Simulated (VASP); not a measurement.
Crystal: CsSnBr3.

```
Cs Sn Br
1.0
     5.18950    0.00000    0.00000
     0.00000    5.18950    0.00000
     0.00000    0.00000    5.18950
Cs Sn Br
1 1 3
Direct
  0.00000 0.00000 0.00000
  0.50000 0.50000 0.50000
  0.50000 0.50000 0.00000
  0.50000 0.00000 0.50000
  0.00000 0.50000 0.50000
```

| Property | Result |
| --- | --- |
| Program | VASP 6.6.1 |
| Task | relaxation of cell and atoms |
| Functional | PBE |
| Potentials or basis | VASP PAW PBE potentials, release 64 (Cs_sv, Sn_d, Br) |
| Cutoff | 500 eV |
| k mesh | 4 × 4 × 4 |
| Occupations | fermi-dirac, width 0.02 eV |
| Spin | no spin polarisation |

At the start: pressure 17.8 GPa; volume 27.95 Å³/atom.

Question: Where does the relaxation end?

Answer: Over 4 steps the energy falls by 520.6 meV/atom and the volume is 41.21 Å³/atom (+47.4 %); space group Pm-3m (No. 221, to 0.05 Å).

Step by step:
| step | energy change (eV) | largest force (eV/Å) | pressure (GPa) | volume (Å³) |
| --- | --- | --- | --- | --- |
| 1 | 0.0000 | 0.0000 | 17.84 | 139.76 |
| 2 | -2.5906 | 0.0000 | -0.59 | 212.64 |
| 3 | -2.6022 | 0.0000 | 0.18 | 204.12 |
| 4 | -2.6032 | 0.0000 | -0.01 | 206.06 |

Final structure:
```yaml
crystal:
  lattice:
    - [5.90656, 0.00000, 0.00000]
    - [0.00000, 5.90656, 0.00000]
    - [0.00000, 0.00000, 5.90656]
  atoms:
    - { symbol: Cs, position: [0.00000, 0.00000, 0.00000] }
    - { symbol: Sn, position: [0.50000, 0.50000, 0.50000] }
    - { symbol: Br, position: [0.50000, 0.50000, 0.00000] }
    - { symbol: Br, position: [0.50000, 0.00000, 0.50000] }
    - { symbol: Br, position: [0.00000, 0.50000, 0.50000] }
```

Caveat: the volume moved by over 15 % at a fixed basis, so the end points are rough.
